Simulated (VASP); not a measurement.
# LiAu2 (P4/mmm) in VASP: further runs

Runs on LiAu2. Level: PBE. Tasks: single point.

Everything below comes from runs of VASP 6.6.1. Logs are shortened: lines on timing, memory, paths and dates and some standing lists are left out, and cuts for length are marked.

### 1 The cell of the first run

It takes space group P4/mmm (No. 123, tetragonal). Conventional cell: a = 4.328 Å, b = 4.328 Å, c = 2.837 Å, α = 90.00°, β = 90.00°, γ = 90.00°. Li (site symmetry 4/mmm) has 8 Au at 2.59 Å and 2 Li at 2.84 Å within 3.4 Å. Au (site symmetry mmm) has 4 Li at 2.59 Å and 6 Au at 2.84 to 3.06 Å within 3.4 Å.

The cell was generated, and may not be a known phase.

### 2 Single point, PBE

INCAR reads:

```
SYSTEM = LiAu2
PREC = Accurate
ENCUT = 520
EDIFF = 1E-6
ISMEAR = 0
SIGMA = 0.1
LREAL = .FALSE.
LASPH = .TRUE.
NELM = 80
ALGO = Normal
ISIF = 2
LWAVE = .FALSE.
LCHARG = .FALSE.
GGA = PE
NBANDS = 34
```

KPOINTS reads:

```
regular mesh
0
G
  4 4 4
  0 0 0
```

POSCAR reads:

```
LiAu2
1.0
    4.3284649187      0.0000000000      0.0000000000
    0.0000000000      4.3284649187      0.0000000000
    0.0000000000      0.0000000000      5.6732483644
Li Au
2 4
Direct
    0.5000000000      0.5000000000      0.0000000000
    0.5000000000      0.5000000000      0.5000000000
    0.5000000000      0.0000000000      0.2500010960
    0.0000000000      0.5000000000      0.2499989040
    0.0000000000      0.5000000000      0.7500010960
    0.5000000000      0.0000000000      0.7499989040
```

Potentials or basis: VASP PAW PBE potentials, release 64 (Li_sv, Au).

Run with:

```sh
> cat potpaw_PBE.64/Li_sv/POTCAR potpaw_PBE.64/Au/POTCAR > POTCAR
> mpirun -np 1 vasp_std > vasp.out
```

OUTCAR:

```text
SYSTEM = LiAu2
   PREC = Accurate
   ENCUT = 520
   EDIFF = 1E-6
   ISMEAR = 0
   LREAL = .FALSE.
   LASPH = .TRUE.
   NELM = 80
   ISIF = 2
   GGA = PE

 ion  position               nearest neighbor table
   1  0.500  0.500  0.000-   4 2.59   5 2.59   4 2.59   5 2.59   3 2.59   6 2.59   3 2.59   6 2.59

   2  0.500  0.500  0.500-   3 2.59   6 2.59   3 2.59   6 2.59   5 2.59   4 2.59   4 2.59   5 2.59

   3  0.500  0.000  0.250-   2 2.59   2 2.59   1 2.59   1 2.59   6 2.84   6 2.84   4 3.06   4 3.06
                             4 3.06   4 3.06
   4  0.000  0.500  0.250-   1 2.59   1 2.59   2 2.59   2 2.59   5 2.84   5 2.84   3 3.06   3 3.06
                             3 3.06   3 3.06
   5  0.000  0.500  0.750-   1 2.59   1 2.59   2 2.59   2 2.59   4 2.84   4 2.84   6 3.06   6 3.06
                             6 3.06   6 3.06
   6  0.500  0.000  0.750-   2 2.59   2 2.59   1 2.59   1 2.59   3 2.84   3 2.84   5 3.06   5 3.06
                             5 3.06   5 3.06
[... 7 lines left out ...]
 A1 = (   4.3284649187,   0.0000000000,   0.0000000000)
 A2 = (   0.0000000000,   4.3284649187,   0.0000000000)
 A3 = (   0.0000000000,   0.0000000000,   5.6732483644)

Analysis of symmetry for initial positions (statically):
=====================================================================
 Subroutine PRICEL returns following result:

  LATTYP: Found a simple tetragonal cell.
 ALAT       =     4.3284649187
 C/A-ratio  =     0.6553418442

  Lattice vectors:

 A1 = (   4.3284649187,   0.0000000000,   0.0000000000)
 A2 = (   0.0000000000,   4.3284649187,   0.0000000000)
 A3 = (   0.0000000000,   0.0000000000,   2.8366241822)

   2 primitive cells build up your supercell.

 Routine SETGRP: Setting up the symmetry group for a
 simple tetragonal supercell.

 Subroutine GETGRP returns: Found 16 space group operations
 (whereof 16 operations were pure point group operations)
 out of a pool of 16 trial point group operations.

The static configuration has the point symmetry D_4h.

Analysis of symmetry for dynamics (positions and initial velocities):
=====================================================================
 Subroutine PRICEL returns following result:

  LATTYP: Found a simple tetragonal cell.
 ALAT       =     4.3284649187
 C/A-ratio  =     0.6553418442

  Lattice vectors:

 A1 = (   4.3284649187,   0.0000000000,   0.0000000000)
[... 105 lines left out ...]
   ENCUT  =  520.0 eV  38.22 Ry    6.18 a.u.   8.05  8.05 10.55*2*pi/ulx,y,z
   NELM   =     80;   NELMIN=  2; NELMDL= -5     # of ELM steps
   EDIFF  = 0.1E-05   stopping-criterion for ELM
   LREAL  =      F    real-space projection
   EDIFFG = 0.1E-04   stopping-criterion for IOM
   NSW    =      0    number of steps for IOM
   IBRION =     -1    ionic relax: 0-MD 1-quasi-New 2-CG
   NFREE  =      0    steps in history (QN), initial steepest desc. (CG)
   ISIF   =      2    stress and relaxation
   ISYM   =      2    0-nonsym 1-usesym 2-fastsym
   POTIM  = 0.5000    time-step for ionic-motion
   TEBEG  =    0.0;   TEEND  =   0.0 temperature during run
   PSTRESS=    0.0 pullay stress
   NELECT =      50.0000    total number of electrons
   NUPDOWN=      -1.0000    fix difference up-down
   EMIN   =  10.00;   EMAX   =-10.00  energy-range for DOS
   EFERMI =   0.00;   METHOD = LEGACY
   ISMEAR =     0;   SIGMA  =   0.10  broadening in eV -4-tet -1-fermi 0-gaus
   EFERMI_NEDOS =   21; number of points for ismear=-14 and -15
   IALGO  =     38    algorithm
   IMIX   =      4    mixing-type and parameters
     AMIX     =   0.40;   BMIX     =  1.00
     AMIX_MAG =   1.60;   BMIX_MAG =  1.00
  volume/ion in A,a.u.               =      17.72       119.55
  Fermi-wavevector in a.u.,A,eV,Ry     =   1.273205  2.406008 22.055734  1.621051
  Thomas-Fermi vector in A             =   2.406041
   LORBIT       =      0    0 simple, 1 ext, 2 COOP (PROOUT), +10 PAW based schemes
   GGA     = PE    functional components
   LHFCALC =     F    Hartree Fock is set to
   AEXX    =    0.0000 exact exchange contribution
   IVDW    =     0    specifies the selected vdW correction
   LEPSILON=     F    determine dielectric tensor
   LRPA    =     F    only Hartree local field effects (RPA)
 non-spin polarized calculation
 Gauss-broadening in eV      SIGMA  =   0.10
  energy-cutoff  :      520.00
  volume of cell :      106.29
 maximum number of plane-waves:      2892
   NGX = 17   NGY = 17   NGZ = 21

 number of electron      49.9999991 magnetization

 Free energy of the ion-electron system (eV)
  ---------------------------------------------------
  ext. energy  EPLUGINS =         0.00000000
  ---------------------------------------------------
  free energy    TOTEN  =       -17.86738184 eV

  energy without entropy =      -17.85711515  energy(sigma->0) =      -17.86224849

 E-fermi :   5.3919     XC(G=0): -10.7371

 val. band max:        5.3797635611   @ k =   0.5000   0.5000   0.5000
 cond. band min:       5.7429777038   @ k =   0.2500   0.2500   0.0000
 fundamental gap:      0.3632141426
 Fermi energy:         5.3918661742

 k-point     1 :       0.0000    0.0000    0.0000
  band No.  band energies     occupation
      1     -39.8299      2.00000
      2     -39.8125      2.00000
      3      -1.7570      2.00000
      4      -0.2864      2.00000
      5       0.0355      2.00000
      6       0.2084      2.00000
[... 655 lines left out ...]
     33      14.9659      0.00000
     34      14.9659      0.00000

------------------------ aborting loop because EDIFF is reached ----------------------------------------

  FORCE on cell =-STRESS in cart. coord.  units (eV):
  Direction    XX          YY          ZZ          XY          YZ          ZX
  --------------------------------------------------------------------------------------
  -------------------------------------------------------------------------------------
  Total        0.0647516      0.0647516     -0.1877093      0.0000000     -0.0000000     -0.0000000
  in kB        0.9760259      0.9760259     -2.8294160      0.0000000     -0.0000000     -0.0000000
  external PRESSURE =      -0.2924547 kB  Pullay stress =       0.0000000 kB

 VOLUME and BASIS-vectors are now :
 -----------------------------------------------------------------------------
  energy-cutoff  :      520.00
  volume of cell :      106.29
      direct lattice vectors                 reciprocal lattice vectors
     4.328464919  0.000000000  0.000000000     0.231028787  0.000000000  0.000000000
     0.000000000  4.328464919  0.000000000     0.000000000  0.231028787  0.000000000
     0.000000000  0.000000000  5.673248364     0.000000000  0.000000000  0.176265860

 POSITION                                       TOTAL-FORCE (eV/Angst)
 -----------------------------------------------------------------------------------
      2.16423      2.16423      0.00000         0.000000     -0.000000      0.000000
      2.16423      2.16423      2.83662         0.000000     -0.000000      0.000000
      2.16423      0.00000      1.41832        -0.000000      0.000000     -0.000000
      0.00000      2.16423      1.41831        -0.000000      0.000000     -0.000000
      0.00000      2.16423      4.25494        -0.000000      0.000000     -0.000000
      2.16423      0.00000      4.25493         0.000000      0.000000     -0.000000
 -----------------------------------------------------------------------------------
    total drift:                                0.000000      0.000000      0.000000

  FREE ENERGIE OF THE ION-ELECTRON SYSTEM (eV)
  ---------------------------------------------------
  free  energy   TOTEN  =       -17.8673818404 eV

  energy  without entropy=      -17.8571151461  energy(sigma->0) =      -17.86224849
```

OSZICAR:

```text
N       E                     dE             d eps       ncg     rms          rms(c)
DAV:   1     0.331248259719E+03    0.33125E+03   -0.24230E+04  1224   0.148E+03
DAV:   2    -0.181960750965E+01   -0.33307E+03   -0.31162E+03  1348   0.334E+02
DAV:   3    -0.191968181821E+02   -0.17377E+02   -0.17055E+02  1826   0.602E+01
DAV:   4    -0.200804575424E+02   -0.88364E+00   -0.86470E+00  1726   0.114E+01
DAV:   5    -0.200998465422E+02   -0.19389E-01   -0.19383E-01  1542   0.172E+00    0.107E+01
DAV:   6    -0.179239728537E+02    0.21759E+01   -0.70446E+00  1338   0.160E+01    0.670E+00
DAV:   7    -0.178910007188E+02    0.32972E-01   -0.25108E-01  1558   0.211E+00    0.394E+00
DAV:   8    -0.178674264410E+02    0.23574E-01   -0.31058E-02  1502   0.866E-01    0.167E-01
DAV:   9    -0.178673261752E+02    0.10027E-03   -0.23098E-03  1542   0.266E-01    0.936E-02
DAV:  10    -0.178673742723E+02   -0.48097E-04   -0.16463E-04  1402   0.648E-02    0.229E-02
DAV:  11    -0.178673784927E+02   -0.42205E-05   -0.20121E-05  1600   0.249E-02    0.572E-03
DAV:  12    -0.178673817699E+02   -0.32772E-05   -0.51316E-06  1336   0.107E-02    0.237E-03
DAV:  13    -0.178673818404E+02   -0.70507E-07   -0.13431E-07   752   0.213E-03
   1 F= -.17867382E+02 E0= -.17862248E+02  d E =-.102667E-01
```

It took 68 s on 1 thread of Oxide Virtual Turin-like, shared host; peak memory 0.18 GiB.

Results:

| Quantity | Value |
| --- | --- |
| Free energy | -17.8674 eV |
| Band gap on the k mesh | zero (bands 25 and 26 overlap by 5.44 eV) |

Caveat: the k points lie up to 0.36 Å⁻¹ apart, too coarse for converged energies and pressures of a metal; the cutoff is under 1.25 times the usual one of these potentials, so pressure, stress and relaxed cells hold a basis-set (Pulay) error; spin-orbit coupling is left out, which moves the levels of the heavy elements.

[end of part 1 of 2]

The gap in the log of VASP goes by the Fermi energy; the results here count the filled bands.